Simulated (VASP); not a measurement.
Write the native input for VASP 6.6.1 that does the following.

```
Task                   : relaxation of cell and atoms
Functional             : PBE
Dispersion             : D3(BJ)
Potentials or basis    : VASP PAW PBE potentials, release 64 (W_sv, S)
Cutoff                 : 600 eV
k mesh                 : 10 × 10 × 2
Occupations            : fermi-dirac, width 0.05 eV
Spin                   : no spin polarisation
Dipole correction      : no
Further INCAR settings : ALGO = Normal; EDIFF = 1e-06; IBRION = 2; EDIFFG = -0.01; NSW = 60; ISIF = 3
```

The structure of WS2 lies in POSCAR:

```
WS2
1.0
    3.1835163552      0.0000000000      0.0000000000
   -1.5917581776      2.7570060369      0.0000000000
    0.0000000000      0.0000000000     16.9505778900
W S
1 2
Direct
    0.0000000000      0.0000000000      0.0000000000
    0.3333333333      0.6666666667      0.0920005100
    0.3333333333      0.6666666667      0.9079994900
```

One way to write it, as run:

INCAR

```
SYSTEM = WS2
PREC = Accurate ; ENCUT = 600
EDIFF = 1E-6 ; ISMEAR = -1
SIGMA = 0.05 ; LREAL = .False.
LASPH = .True. ; NELM = 80
ALGO = Normal ; ISIF = 3
LWAVE = .False. ; LCHARG = .False.
GGA = PE ; IVDW = 12
IBRION = 2 ; NSW = 60
EDIFFG = -0.01
```

KPOINTS

```
regular mesh
0
Gamma
  10 10 2
  0 0 0
```

Potentials or basis: VASP PAW PBE potentials, release 64 (W_sv, S).

Launch:

```bash
$ cat potpaw_PBE.64/W_sv/POTCAR potpaw_PBE.64/S/POTCAR > POTCAR
$ mpirun -np 1 vasp_std > vasp.out
```

Results of the run:

```json
{
  "Relaxed cell": "a = 3.160 Å, b = 3.160 Å, c = 17.059 Å, α = 90.00°, β = 90.00°, γ = 120.00°",
  "Space group after relaxing (to 0.05 Å)": "P-6m2 (No. 187)",
  "Energy gained by relaxing": "2.3 meV/atom",
  "Ionic steps": "4",
  "Band gap on the k mesh": "2.22 eV, indirect (least direct gap 2.26 eV)",
  "Dispersion energy per atom": "-0.311 eV"
}
```

Caveat: spin-orbit coupling is left out, which moves the levels of the heavy elements.

Run time: 3.3 min on 1 thread of Intel(R) Xeon(R) 6975P-C (Granite Rapids) (shared host), peak memory 0.4 GiB.
